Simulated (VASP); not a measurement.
The system is ScZn.

```
Sc Zn
1.0
     3.35000    0.00000    0.00000
     0.00000    3.35000    0.00000
     0.00000    0.00000    3.35000
Sc Zn
1 1
Cartesian
  0.0000 0.0000 0.0000
  1.6750 1.6750 1.6750
```

- Program: VASP 6.6.1
- Task: relaxation of cell and atoms
- Functional: LDA
- Potentials or basis: VASP PAW LDA potentials, release 64 (Sc_sv, Zn)
- Cutoff: 600 eV
- k mesh: 7 × 7 × 7
- Occupations: fermi-dirac, width 0.1 eV
- Spin: no spin polarisation

At the start: pressure -6.3 GPa; volume 18.80 Å³/atom.

Task: Where does the relaxation end?

Result: Over 3 steps the energy falls by 30.5 meV/atom and the volume is 17.34 Å³/atom (-7.8 %); space group Pm-3m (No. 221, to 0.05 Å).

Step by step:
| step | energy change (eV) | largest force (eV/Å) | pressure (GPa) | volume (Å³) |
| --- | --- | --- | --- | --- |
| 1 | 0.0000 | 0.0000 | -6.29 | 37.60 |
| 2 | -0.0532 | 0.0000 | 2.75 | 33.72 |
| 3 | -0.0610 | 0.0000 | 0.03 | 34.68 |

Final structure:
```
Sc Zn
1.0
     3.26107    0.00000    0.00000
     0.00000    3.26107    0.00000
     0.00000    0.00000    3.26107
Sc Zn
1 1
Direct
  0.00000 0.00000 0.00000
  0.50000 0.50000 0.50000
```
